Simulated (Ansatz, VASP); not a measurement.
# One calculation of SnO2, two programs

Contents of INCAR:

```
PREC = Accurate ; ENCUT = 520
EDIFF = 1E-6 ; ISMEAR = 0
SIGMA = 0.05 ; LREAL = False
LASPH = True ; NELM = 80
ALGO = Normal ; ISIF = 2
LWAVE = False ; LCHARG = False
NBANDS = 64
```

The input KPOINTS:

```
regular mesh
0
Gamma
  6 6 6
```

POSCAR

```
SnO2
1.0
    3.3040508838      1.9075946672      3.8463557688
   -3.3040508838      1.9075946672      3.8463557688
    0.0000000000     -3.8151893343      3.8463557689
Sn O
4 8
Direct
    0.8645353782      0.8645353782      0.8645353782
    0.3648691645      0.3648691645      0.8648751974
    0.3648691645      0.8648751974      0.3648691645
    0.8648751974      0.3648691645      0.3648691645
    0.1199116729      0.6196051221      0.6196051221
    0.6196051221      0.1199116729      0.6196051221
    0.6196051221      0.6196051221      0.1199116729
    0.6099370359      0.6099370359      0.6099370359
    0.1198492242      0.1198492242      0.1198492242
    0.1096932183      0.1096932183      0.6100024814
    0.1096932183      0.6100024814      0.1096932183
    0.6100024814      0.1096932183      0.1096932183
```

Input for Ansatz:

```yaml
crystal:
  lattice:
    - [3.3040508838, 1.9075946672, 3.8463557688]
    - [-3.3040508838, 1.9075946672, 3.8463557688]
    - [0.0, -3.8151893343, 3.8463557689]
  atoms:
    - { symbol: Sn, position: [0.8645353782, 0.8645353782, 0.8645353782] }
    - { symbol: Sn, position: [0.3648691645, 0.3648691645, 0.8648751974] }
    - { symbol: Sn, position: [0.3648691645, 0.8648751974, 0.3648691645] }
    - { symbol: Sn, position: [0.8648751974, 0.3648691645, 0.3648691645] }
    - { symbol: O, position: [0.1199116729, 0.6196051221, 0.6196051221] }
    - { symbol: O, position: [0.6196051221, 0.1199116729, 0.6196051221] }
    - { symbol: O, position: [0.6196051221, 0.6196051221, 0.1199116729] }
    - { symbol: O, position: [0.6099370359, 0.6099370359, 0.6099370359] }
    - { symbol: O, position: [0.1198492242, 0.1198492242, 0.1198492242] }
    - { symbol: O, position: [0.1096932183, 0.1096932183, 0.6100024814] }
    - { symbol: O, position: [0.1096932183, 0.6100024814, 0.1096932183] }
    - { symbol: O, position: [0.6100024814, 0.1096932183, 0.1096932183] }
basis:
  ecutwfc: 520.0
kpoints:
  mp_grid: { grid: [6, 6, 6] }
hamiltonian:
  xc: lda
  pseudopotentials: { kind: paw, azcp: { folder: soft_1 } }
scf:
  occupations: { method: gaussian, width: 0.05 }
output:
  forces: true
  stress: true
  eigenvalues: true
  write_density: true
  write_potential: true
  elf: true
  volumetric_format: npy
```

Alike in both runs: task single point; functional LDA; k mesh 6 × 6 × 6; occupations gaussian, width 0.05 eV; no spin polarisation.

|  | VASP | Ansatz |
| --- | --- | --- |
| version | VASP 6.6.1 | Ansatz 0.2.0 |
| potentials or method | VASP PAW LDA potentials, release 64 (Sn_d, O), cutoff 520 eV | scalar-relativistic, plane waves, PAW |
| valence electrons in the cell | 104 | 104 |

```csv
,VASP,Ansatz,Ansatz less VASP
gap on the k mesh at the Fermi level (eV),0.96,0.95,-0.010
least direct gap on the mesh (eV),0.96,0.95,-0.010
pressure (GPa),-4.8,-6.0,-1.15
"traceless stress, the component that is largest in VASP (GPa)",4.15,4.95,+0.809
rms of the force components (eV/Å),0.070,0.036,-0.0345
```

Ansatz warns that its potentials were made for another functional, while VASP's fit it. LDA's correlation is that of Perdew and Zunger in VASP and of Perdew and Wang (1992) in Ansatz. Atom by atom the forces differ by 0.035 eV/Å (rms over components).
